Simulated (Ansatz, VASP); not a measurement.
## Two plane-wave programs on Hf

File INCAR:

```
PREC     = Accurate       # precision mode
ENCUT    = 520            # plane-wave cutoff, eV
EDIFF    = 1E-7           # SCF threshold, eV
ISMEAR   = -1             # smearing method
SIGMA    = 0.1            # smearing width, eV
LREAL    = False          # projectors in reciprocal space
LASPH    = True           # aspherical terms in the spheres
NELM     = 60             # most SCF steps
ALGO     = Normal         # electronic algorithm
ISIF     = 2              # what is computed and relaxed
LWAVE    = False          # write WAVECAR
LCHARG   = True           # write CHGCAR
GGA      = RP             # functional
LELF     = True           # ELF
LVHAR    = True         
NBANDS   = 28             # bands
```

The input KPOINTS:

```
regular mesh
0
Gamma
  13 13 4
```

File POSCAR:

```
Hf
1.0
    3.0932801326      0.0000000000      0.0000000000
   -1.5466400663      2.6788591759      0.0000000000
    0.0000000000      0.0000000000      9.8990542194
Hf
4
Direct
    1.0000000000      1.0000000000      0.0000000000
    0.0000000000      1.0000000000      0.5000000000
    0.3333333333      0.6666666667      0.2500000000
    0.6666666667      0.3333333333      0.7500000000
```

Input for Ansatz:

```yaml
crystal:
  lattice:
    - [3.0932801326, 0.0, 0.0]
    - [-1.5466400663, 2.6788591759, 0.0]
    - [0.0, 0.0, 9.8990542194]
  atoms:
    - { symbol: Hf, position: [1.0, 1.0, 0.0] }
    - { symbol: Hf, position: [0.0, 1.0, 0.5] }
    - { symbol: Hf, position: [0.3333333333, 0.6666666667, 0.25] }
    - { symbol: Hf, position: [0.6666666667, 0.3333333333, 0.75] }
hamiltonian:
  xc: rpbe
  pseudopotentials:
    kind: paw
    azcp:
      Hf: "pseudopotentials/Hf.paw.azcp"
basis:
  ecutwfc: 420
  fft_grid_basis: typed
kpoints:
  mp_grid: { grid: [13, 13, 4], shift: [0, 0, 0] }
magnetization:
  spin_polarized: false
scf:
  occupations: { method: fermi_dirac, width: 0.1 }
  lower_state_search: "off"
output:
  stress: true
```

Alike in both runs: task single point; functional RPBE; k mesh 13 × 13 × 4; occupations fermi-dirac, width 0.1 eV; no spin polarisation.

|  | VASP | Ansatz |
| --- | --- | --- |
| version | VASP 6.6.1 | Ansatz 0.2.0 |
| potentials or method | VASP PAW PBE potentials, release 64 (Hf_pv), cutoff 520 eV | plane waves (420 eV) with PAW, scalar-relativistic |
| valence electrons in the cell | 40 | 104 |

Ansatz gave:

| Quantity | Value |
| --- | --- |
| pressure (GPa) | 15.8 |
| traceless stress, the component that is largest in VASP (GPa) | 0.13 |

Task: Which values does VASP return?

Result: Pressure (GPa): 15.3; traceless stress, the component that is largest in VASP (GPa): 0.07.

VASP's potentials were made for PBE, not for RPBE. VASP's potentials hold 40 valence electrons a cell and Ansatz's 104, so a difference there can come from the potentials and not from the codes.

Spin-orbit coupling is off throughout.
